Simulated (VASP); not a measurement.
# Mo3Ru (P-6m2) in VASP: relaxation of cell and atoms with PBE

Aim: the relaxation of cell and atoms of Mo3Ru with PBE.

All numbers are computed with VASP 6.6.1; they aren't measurements. Logs are shortened: lines on timing, memory, paths and dates and some standing lists are left out, and cuts for length are marked.

## 1. The cell of the first run

Symmetry: P-6m2, No. 187, hexagonal system. Conventional cell: a = 2.774 Å, b = 2.774 Å, c = 9.260 Å, α = 90.00°, β = 90.00°, γ = 120.00°. Within 3.6 Å of Mo (site symmetry 3m) lie 3 Ru at 2.73 Å and 9 Mo at 2.77 to 2.91 Å. Mo (site symmetry -6m2) has 12 Mo at 2.77 to 2.91 Å within 3.7 Å. Ru (site symmetry -6m2) has 6 Mo at 2.73 Å and 6 Ru at 2.77 Å within 3.6 Å.

## 2. Relaxation of cell and atoms, PBE

Input file INCAR:

```
ALGO = Fast
EDIFF = 1E-6
EDIFFG = -0.01
ENCUT = 600
GGA = PE
IBRION = 2
ISIF = 3
ISMEAR = 0
LASPH = T
LCHARG = F
LREAL = F
LWAVE = F
NELM = 80
NSW = 100
PREC = Accurate
SIGMA = 0.1
```

Input file KPOINTS:

```
k-points
0
Gamma
  18 18 6
```

Input file POSCAR:

```
Mo3Ru
1.0
    2.7741100760      0.0000000000      0.0000000000
   -1.3870550380      2.4024497987      0.0000000000
    0.0000000000      0.0000000000      9.2601522218
Mo Ru
3 1
Direct
    0.3333333333      0.6666666667      0.7618814775
    0.3333333333      0.6666666667      0.2381185225
    0.6666666667      0.3333333333      0.5000000000
    0.6666666667      0.3333333333      0.0000000000
```

Potentials or basis: VASP PAW PBE potentials, release 64 (Mo_sv, Ru_pv).

On the command line:

```console
cat potpaw_PBE.64/Mo_sv/POTCAR potpaw_PBE.64/Ru_pv/POTCAR > POTCAR
mpirun -np 1 vasp_std > vasp.out
```

OUTCAR:

```text
EDIFF = 1E-6
   EDIFFG = -0.01
   ENCUT = 600
   GGA = PE
   IBRION = 2
   ISIF = 3
   ISMEAR = 0
   LASPH = T
   LREAL = F
   NELM = 80
   NSW = 100
   PREC = Accurate

 ion  position               nearest neighbor table
   1  0.333  0.667  0.762-   4 2.73   4 2.73   4 2.73   3 2.91   3 2.91   3 2.91
   2  0.333  0.667  0.238-   4 2.73   4 2.73   4 2.73   3 2.91   3 2.91   3 2.91
   3  0.667  0.333  0.500-   1 2.91   2 2.91   1 2.91   2 2.91   1 2.91   2 2.91
   4  0.667  0.333  0.000-   1 2.73   2 2.73   1 2.73   2 2.73   1 2.73   2 2.73

  LATTYP: Found a hexagonal cell.
 ALAT       =     2.7741100760
 C/A-ratio  =     3.3380622860

  Lattice vectors:

 A1 = (   2.7741100760,   0.0000000000,   0.0000000000)
 A2 = (  -1.3870550380,   2.4024497987,   0.0000000000)
 A3 = (   0.0000000000,   0.0000000000,   9.2601522218)

Analysis of symmetry for initial positions (statically):
=====================================================================
 Subroutine PRICEL returns:
 Original cell was already a primitive cell.

 Routine SETGRP: Setting up the symmetry group for a
 hexagonal supercell.

 Subroutine GETGRP returns: Found 12 space group operations
 (whereof 12 operations were pure point group operations)
 out of a pool of 24 trial point group operations.

The static configuration has the point symmetry D_3h.

Analysis of symmetry for dynamics (positions and initial velocities):
=====================================================================
 Subroutine PRICEL returns:
 Original cell was already a primitive cell.

 Routine SETGRP: Setting up the symmetry group for a
 hexagonal supercell.

 Subroutine GETGRP returns: Found 12 space group operations
 (whereof 12 operations were pure point group operations)
 out of a pool of 24 trial point group operations.

The dynamic configuration has the point symmetry D_3h.

 Subroutine INISYM returns: Found 12 space group operations
 (whereof 12 operations are pure point group operations),
 and found     1 'primitive' translations

----------------------------------------------------------------------------------------

                                     Primitive cell

  volume of cell :      61.7158

  direct lattice vectors                    reciprocal lattice vectors
     2.774110076  0.000000000  0.000000000     0.360475963  0.208120894  0.000000000
    -1.387055038  2.402449799  0.000000000     0.000000000  0.416241788  0.000000000
     0.000000000  0.000000000  9.260152222     0.000000000  0.000000000  0.107989585

  length of vectors
     2.774110076  2.774110076  9.260152222     0.416241788  0.416241788  0.107989585

  position of ions in fractional coordinates (direct lattice)
     0.333333333  0.666666667  0.761881477
     0.333333333  0.666666667  0.238118523
     0.666666667  0.333333333  0.500000000
     0.666666667  0.333333333  0.000000000

  ion indices of the primitive-cell ions
   primitive index   ion index
                 1           1
                 2           2
                 3           3
                 4           4

----------------------------------------------------------------------------------------

 KPOINTS: k-points

Automatic generation of k-mesh.
 Grid dimensions read from file:
 generate k-points for:   18   18    6

 Generating k-lattice:

  Cartesian coordinates                     Fractional coordinates (reciprocal lattice)
     0.020026442  0.011562272  0.000000000     0.055555556  0.000000000  0.000000000
     0.000000000  0.023124544  0.000000000     0.000000000  0.055555556  0.000000000
     0.000000000  0.000000000  0.017998264     0.000000000  0.000000000  0.166666667

  Length of vectors
     0.023124544  0.023124544  0.017998264

  Shift w.r.t. Gamma in fractional coordinates (k-lattice)
     0.000000000  0.000000000  0.000000000

 Subroutine IBZKPT returns following result:
 ===========================================

 Found    148 irreducible k-points:

 Following reciprocal coordinates:
            Coordinates               Weight
  0.000000  0.000000  0.000000      1.000000
  0.055556 -0.000000  0.000000      6.000000
  0.111111 -0.000000  0.000000      6.000000
  0.166667 -0.000000  0.000000      6.000000
  0.222222  0.000000  0.000000      6.000000
  0.277778 -0.000000  0.000000      6.000000
[... 16 lines left out ...]
  0.333333  0.111111  0.000000     12.000000
  0.388889  0.111111  0.000000     12.000000
 [... further k-points ...]
   k-points           NKPTS =    148   k-points in BZ     NKDIM =    148   number of bands    NBANDS=     33
   number of dos      NEDOS =    301   number of ions     NIONS =      4
   total plane-waves  NPLWV =  46080
   dimension x,y,z NGX =    24 NGY =   24 NGZ =   80
   dimension x,y,z NGXF=    48 NGYF=   48 NGZF=  160
   ions per type =               3   1
   NGX,Y,Z   is equivalent  to a cutoff of  14.38, 14.38, 14.36 a.u.
   NGXF,Y,Z  is equivalent  to a cutoff of  28.77, 28.77, 28.72 a.u.
 SYSTEM =  unknown system
   PREC   = accura    normal or accurate (medium, high low for compatibility)
   ISTART =      0    job   : 0-new  1-cont  2-samecut
   ICHARG =      2    charge: 1-file 2-atom 10-const
   ISPIN  =      1    spin polarized calculation?
   LNONCOLLINEAR =      F non collinear calculations
   LSORBIT =      F    spin-orbit coupling
   LASPH  =      T    aspherical Exc in radial PAW
   ENCUT  =  600.0 eV  44.10 Ry    6.64 a.u.   5.54  5.54 18.49*2*pi/ulx,y,z
   NELM   =     80;   NELMIN=  2; NELMDL= -5     # of ELM steps
   EDIFF  = 0.1E-05   stopping-criterion for ELM
   LREAL  =      F    real-space projection
   EDIFFG = -.1E-01   stopping-criterion for IOM
   NSW    =    100    number of steps for IOM
   IBRION =      2    ionic relax: 0-MD 1-quasi-New 2-CG
   NFREE  =      1    steps in history (QN), initial steepest desc. (CG)
   ISIF   =      3    stress and relaxation
   ISYM   =      2    0-nonsym 1-usesym 2-fastsym
   POTIM  = 0.5000    time-step for ionic-motion
   TEBEG  =    0.0;   TEEND  =   0.0 temperature during run
   PSTRESS=    0.0 pullay stress
   NELECT =      56.0000    total number of electrons
   NUPDOWN=      -1.0000    fix difference up-down
   EMIN   =  10.00;   EMAX   =-10.00  energy-range for DOS
   EFERMI =   0.00;   METHOD = LEGACY
   ISMEAR =     0;   SIGMA  =   0.10  broadening in eV -4-tet -1-fermi 0-gaus
   EFERMI_NEDOS =   21; number of points for ismear=-14 and -15
   IALGO  =     68    algorithm
   IMIX   =      4    mixing-type and parameters
     AMIX     =   0.40;   BMIX     =  1.00
     AMIX_MAG =   1.60;   BMIX_MAG =  1.00
  volume/ion in A,a.u.               =      15.43       104.12
  Fermi-wavevector in a.u.,A,eV,Ry     =   1.584913  2.995052 34.177149  2.511950
  Thomas-Fermi vector in A             =   2.684458
   LORBIT       =      0    0 simple, 1 ext, 2 COOP (PROOUT), +10 PAW based schemes
   GGA     = PE    functional components
   LHFCALC =     F    Hartree Fock is set to
   AEXX    =    0.0000 exact exchange contribution
   IVDW    =     0    specifies the selected vdW correction
   LEPSILON=     F    determine dielectric tensor
   LRPA    =     F    only Hartree local field effects (RPA)
 conjugate gradient relaxation of ions
 non-spin polarized calculation
 RMM-DIIS sequential band-by-band and
 Gauss-broadening in eV      SIGMA  =   0.10
  energy-cutoff  :      600.00
  volume of cell :       61.72
 maximum number of plane-waves:      2103
 NGX is ok and might be reduce to    24
   NGX = 11   NGY = 11   NGZ = 37

--------------------------------------- Ionic step        1  -------------------------------------------

 number of electron      55.9999996 magnetization

 Free energy of the ion-electron system (eV)
  ---------------------------------------------------
  ext. energy  EPLUGINS =         0.00000000
  ---------------------------------------------------
  free energy    TOTEN  =       -41.06924911 eV

  energy without entropy =      -41.04240515  energy(sigma->0) =      -41.05582713

------------------------ aborting loop because EDIFF is reached ----------------------------------------

  FORCE on cell =-STRESS in cart. coord.  units (eV):
  Direction    XX          YY          ZZ          XY          YZ          ZX
  --------------------------------------------------------------------------------------
  -------------------------------------------------------------------------------------
  Total       -0.1426953     -0.1426953      0.6874724     -0.0000000      0.0000000      0.0000000
  in kB       -3.7044542     -3.7044542     17.8471854     -0.0000000      0.0000000      0.0000000
  external PRESSURE =       3.4794257 kB  Pullay stress =       0.0000000 kB
[... 95 lines left out ...]
  FREE ENERGIE OF THE ION-ELECTRON SYSTEM (eV)
  ---------------------------------------------------
  free  energy   TOTEN  =       -41.0727170582 eV

  energy  without entropy=      -41.0478968869  energy(sigma->0) =      -41.06030697

[... ionic steps 4 to 15 ...]

--------------------------------------- Ionic step       16  -------------------------------------------

 number of electron      55.9999996 magnetization

------------------------ aborting loop because EDIFF is reached ----------------------------------------

  FORCE on cell =-STRESS in cart. coord.  units (eV):
  Direction    XX          YY          ZZ          XY          YZ          ZX
  --------------------------------------------------------------------------------------
  -------------------------------------------------------------------------------------
  Total       -0.0672107     -0.0672107      0.0198720      0.0000000      0.0000000      0.0000000
  in kB       -1.7402993     -1.7402993      0.5145490      0.0000000      0.0000000      0.0000000
  external PRESSURE =      -0.9886832 kB  Pullay stress =       0.0000000 kB
[... 61 lines left out ...]
  energy  without entropy=      -41.0486243693  energy(sigma->0) =      -41.06098331

--------------------------------------- Ionic step       18  -------------------------------------------

 number of electron      55.9999996 magnetization

 Free energy of the ion-electron system (eV)
  ---------------------------------------------------
  ext. energy  EPLUGINS =         0.00000000
  ---------------------------------------------------
  free energy    TOTEN  =       -41.07336852 eV

  energy without entropy =      -41.04872069  energy(sigma->0) =      -41.06104460

 E-fermi :  11.9508     XC(G=0): -13.4050

 val. band max:       11.9469390034   @ k =   0.2778   0.2222   0.1667
 cond. band min:      11.9577350443   @ k =   0.2778   0.0556   0.5000
 fundamental gap:      0.0107960409
 Fermi energy:        11.9508156188

 k-point     1 :       0.0000    0.0000    0.0000
  band No.  band energies     occupation
      1     -48.8879      2.00000
      2     -48.8140      2.00000
      3     -48.7751      2.00000
      4     -30.6000      2.00000
      5     -30.2711      2.00000
      6     -30.2711      2.00000
[... 853 lines left out ...]
     32      14.9219      0.00000
     33      15.1671      0.00000

 [... further k-points ...]

------------------------ aborting loop because EDIFF is reached ----------------------------------------

  FORCE on cell =-STRESS in cart. coord.  units (eV):
  Direction    XX          YY          ZZ          XY          YZ          ZX
  --------------------------------------------------------------------------------------
  -------------------------------------------------------------------------------------
  Total       -0.0176152     -0.0176152      0.0151611      0.0000000      0.0000000      0.0000000
  in kB       -0.4562608     -0.4562608      0.3926962      0.0000000      0.0000000      0.0000000
  external PRESSURE =      -0.1732751 kB  Pullay stress =       0.0000000 kB
[... 19 lines left out ...]
  FREE ENERGIE OF THE ION-ELECTRON SYSTEM (eV)
  ---------------------------------------------------
  free  energy   TOTEN  =       -41.0733685224 eV

  energy  without entropy=      -41.0487206855  energy(sigma->0) =      -41.06104460

 reached required accuracy - stopping structural energy minimisation
```

It took 34 min on 1 thread of Intel Xeon Platinum 8488C (Sapphire Rapids), shared host; peak memory 0.45 GiB.

Results:

- Free energy: -41.0734 eV
- Relaxed volume: 15.46 Å³/atom
- Relaxed cell: a = 2.767 Å, b = 2.767 Å, c = 9.331 Å, α = 90.00°, β = 90.00°, γ = 120.00°
- Space group after relaxing (to 0.1 Å): P-6m2 (No. 187)
- Energy gained by relaxing: 1.0 meV/atom
- Ionic steps: 18
- Pressure after relaxing: 0.0 GPa
- Band gap on the k mesh: zero (bands 28 and 29 overlap by 2.17 eV)

Forces on the atoms (eV/Å):
```
Mo   0.000  0.000  0.003
Mo   0.000  0.000 -0.003
Mo   0.000  0.000  0.000
Ru   0.000  0.000  0.000
```

Stress tensor (GPa, compression positive):
```
-0.05  0.00  0.00
 0.00 -0.05  0.00
 0.00  0.00  0.04
```

The path:
```
step  energy change (eV)  largest force (eV/Å)  pressure (GPa)  volume (Å³)
   1              0.0000                0.1009            0.35        61.72
   2             -0.0035                0.0673           -0.73        62.01
   3             -0.0035                0.0693           -0.70        62.00
   4             -0.0020                0.0193            1.40        61.53
   5             -0.0040                0.0399            0.08        61.84
   6             -0.0040                0.0417            0.10        61.84
   7             -0.0039                0.0549           -0.32        61.92
   8             -0.0040                0.0419           -0.04        61.85
   9             -0.0040                0.0393           -0.12        61.85
  10             -0.0041                0.0224            0.12        61.81
  11             -0.0041                0.0269            0.19        61.82
  12             -0.0041                0.0289            0.08        61.82
  13             -0.0041                0.0246            0.04        61.82
  14             -0.0041                0.0229            0.05        61.82
  15             -0.0041                0.0247            0.12        61.82
  16             -0.0041                0.0086           -0.10        61.88
  17             -0.0041                0.0148           -0.03        61.86
  18             -0.0041                0.0028           -0.02        61.86
```

Final structure:
```
CELL_PARAMETERS angstrom
2.76673 0.00000 0.00000
-1.38336 2.39606 0.00000
0.00000 0.00000 9.33083
ATOMIC_POSITIONS crystal
Mo 0.33333 0.66667 0.76283
Mo 0.33333 0.66667 0.23717
Mo 0.66667 0.33333 0.50000
Ru 0.66667 0.33333 0.00000
```

Levels at points of the mesh, in eV from the Fermi level:
| k point | band 25 | band 26 | band 27 | band 28 | band 29 | band 30 | band 31 | band 32 |
| --- | --- | --- | --- | --- | --- | --- | --- | --- |
| (0.00, 0.00, 0.00) | -1.15 | -1.15 | -0.64 | -0.64 | -0.23 | -0.23 | 0.37 | 0.37 |
| (0.50, 0.00, 0.00) | -0.64 | -0.38 | 0.65 | 1.07 | 1.36 | 1.83 | 1.85 | 3.54 |
| (0.00, 0.00, 0.50) | -1.17 | -0.60 | -0.49 | -0.49 | -0.43 | -0.43 | 0.13 | 0.56 |
| (0.50, 0.00, 0.50) | -0.41 | -0.01 | 0.03 | 1.51 | 1.74 | 1.97 | 2.45 | 2.73 |
